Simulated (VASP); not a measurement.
# Pd: single point with PBEsol

The system is Pd.

```
CELL_PARAMETERS angstrom
2.71703 0.00000 0.00000
-1.35852 2.35302 0.00000
0.00000 0.00000 4.57298
ATOMIC_POSITIONS crystal
Pd 0.33333 0.66667 0.25000
Pd 0.66667 0.33333 0.75000
```

This isn't the form of Pd at room conditions, which is fcc.

```yaml
Program: VASP 6.6.1
Task: single point
Functional: PBEsol
Potentials_or_basis: VASP PAW PBE potentials, release 64 (Pd)
Cutoff: 520 eV
k_mesh: 15 × 15 × 8
Occupations: fermi-dirac, width 0.05 eV
Spin: collinear spin
Starting_moments: "[0.5, 0.5] μB"
Dipole_correction: no
Further_INCAR_settings: ALGO = Normal; EDIFF = 1e-07; NBANDS = 21
```

| Property | Result |
| --- | --- |
| Pressure | -0.2 GPa |
| Net moment | 0.31 μB per cell |
| Site moments | Pd +0.15 μB |
| Valence electrons inside the program's atomic spheres | Pd 9.45 |

Stress tensor (GPa, compression positive):
```
 0.14  0.00  0.00
 0.00  0.14  0.00
 0.00  0.00 -0.89
```

Levels at points of the mesh, in eV from the Fermi level:
Spin up:
```csv
k point,band 6,band 7,band 8,band 9,band 10,band 11,band 12,band 13,band 14,band 15
"(0.00, 0.00, 0.00)",-2.52,-2.52,-1.71,-1.71,-0.29,-0.29,0.63,6.83,17.16,18.53
"(0.00, 0.00, 0.50)",-2.89,-2.89,-2.89,-0.76,-0.76,-0.76,-0.76,13.87,13.87,17.69
```
Spin down:
| k point | band 6 | band 7 | band 8 | band 9 | band 10 | band 11 | band 12 | band 13 | band 14 | band 15 |
| --- | --- | --- | --- | --- | --- | --- | --- | --- | --- | --- |
| (0.00, 0.00, 0.00) | -2.41 | -2.41 | -1.60 | -1.60 | -0.18 | -0.18 | 0.63 | 6.91 | 17.16 | 18.54 |
| (0.00, 0.00, 0.50) | -2.79 | -2.79 | -2.79 | -0.66 | -0.66 | -0.66 | -0.66 | 13.90 | 13.90 | 17.69 |

It took 3.5 min on 1 thread of Intel Xeon 8259CL, with other jobs on the host, peak memory 0.24 GiB.

Caveat: the PAW data sets were made with another functional, which shifts forces and pressure a little.
